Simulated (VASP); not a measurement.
Write the native input for VASP 6.6.1 that does the following.

```yaml
Task: single point
Functional: PBE
Potentials_or_basis: VASP PAW PBE potentials, release 64 (Sb)
Cutoff: 520 eV
k_mesh: 9 × 9 × 9
Occupations: fermi-dirac, width 0.0612256 eV
Spin: no spin polarisation
Dipole_correction: no
Further_INCAR_settings: ALGO = Normal; EDIFF = 1e-06; NBANDS = 12
```

The structure of Sb lies in POSCAR:

```
Sb
1.0
    0.0000000000      3.4973497393      3.4973497393
    3.4973497393      0.0000000000      3.4973497393
    3.4973497393      3.4973497393      0.0000000000
Sb
2
Direct
    0.0000000000      0.0000000000      0.0000000000
    0.2500000000      0.2500000000      0.2500000000
```

One way to write it, as run:

INCAR

```
PREC = Accurate
ENCUT = 520
EDIFF = 1E-6
ISMEAR = -1
SIGMA = 0.06122561905347299
LREAL = False
LASPH = True
NELM = 100
ALGO = Normal
ISIF = 2
LWAVE = False
LCHARG = False
GGA = PE
NBANDS = 12
```

KPOINTS

```
regular mesh
0
Gamma
  9 9 9
```

Potentials or basis: VASP PAW PBE potentials, release 64 (Sb).

Command:

```sh
$ cat potpaw_PBE.64/Sb/POTCAR > POTCAR
$ mpirun -np 1 vasp_std > vasp.out
```

It gave:

* Pressure: 0.1 GPa
* Band gap on the k mesh: zero (band 5 reaches 4.26 eV, above the bottom of band 6 at 3.49 eV)

Caveat: spin-orbit coupling is left out, which moves the levels of the heavy elements.

Run time: 24 s on 1 thread of Intel(R) Xeon(R) Platinum 8559C (Emerald Rapids), with other jobs on the host, peak memory 0.23 GiB.
